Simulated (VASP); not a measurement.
**CdSe: relaxation of cell and atoms with PBEsol**

Crystal: CdSe.

```xyz
2
Lattice="0.0000 3.0703 3.0703 3.0703 0.0000 3.0703 3.0703 3.0703 0.0000" Properties=species:S:1:pos:R:3 pbc="T T T"
Cd    0.0000    0.0000    0.0000
Se    1.5351    1.5351    1.5351
```

```
Program                : VASP 6.6.1
Task                   : relaxation of cell and atoms
Functional             : PBEsol
Potentials or basis    : VASP PAW PBE potentials, release 64 (Cd, Se)
Cutoff                 : 600 eV
k mesh                 : 8 × 8 × 8
Occupations            : fermi-dirac, width 0.05 eV
Spin                   : no spin polarisation
Dipole correction      : no
Further INCAR settings : ALGO = Normal; EDIFF = 1e-06; IBRION = 2; EDIFFG = -0.01; NSW = 80; ISIF = 3
```

```
Relaxed volume                         : 28.27 Å³/atom
Relaxed cell                           : a = 4.308 Å, b = 4.308 Å, c = 4.308 Å, α = 60.00°, β = 60.00°, γ = 60.00°
Space group after relaxing (to 0.05 Å) : F-43m (No. 216)
Energy gained by relaxing              : 2.5 meV/atom
Ionic steps                            : 3
Pressure after relaxing                : 0.0 GPa
Band gap on the k mesh                 : 0.47 eV, direct
```

The path:
| step | energy change (eV) | largest force (eV/Å) | pressure (GPa) | volume (Å³) |
| --- | --- | --- | --- | --- |
| 1 | 0.0000 | 0.0000 | -1.15 | 57.88 |
| 2 | -0.0045 | 0.0000 | 0.33 | 56.16 |
| 3 | -0.0049 | 0.0000 | 0.02 | 56.53 |

Final structure:
```
Cd Se
1.0
     0.00000    3.04621    3.04621
     3.04621    0.00000    3.04621
     3.04621    3.04621    0.00000
Cd Se
1 1
Cartesian
  0.0000 0.0000 0.0000
  1.5231 1.5231 1.5231
```

Levels at points of the mesh, in eV from the valence-band top:
| k point | band 5 | band 6 | band 7 | band 8 | band 9 | band 10 | band 11 | band 12 | band 13 |
| --- | --- | --- | --- | --- | --- | --- | --- | --- | --- |
| (0.00, 0.00, 0.00) | -7.52 | -7.52 | 0.00 | 0.00 | 0.00 | 0.47 | 5.85 | 5.85 | 5.85 |
| (0.50, 0.00, 0.00) | -7.50 | -7.23 | -4.42 | -0.75 | -0.75 | 2.28 | 6.36 | 6.36 | 7.27 |
| (0.50, 0.50, 0.00) | -7.46 | -7.17 | -4.11 | -1.86 | -1.86 | 3.01 | 3.67 | 8.96 | 10.10 |

Wall time 64 s on 1 thread of Intel(R) Xeon(R) Platinum 8488C (Sapphire Rapids), on a shared host, peak memory 0.23 GiB.

Caveat: the PAW data sets were made with another functional, which shifts forces and pressure a little. A hybrid or GW would open this gap; PBEsol tends to underestimate it.
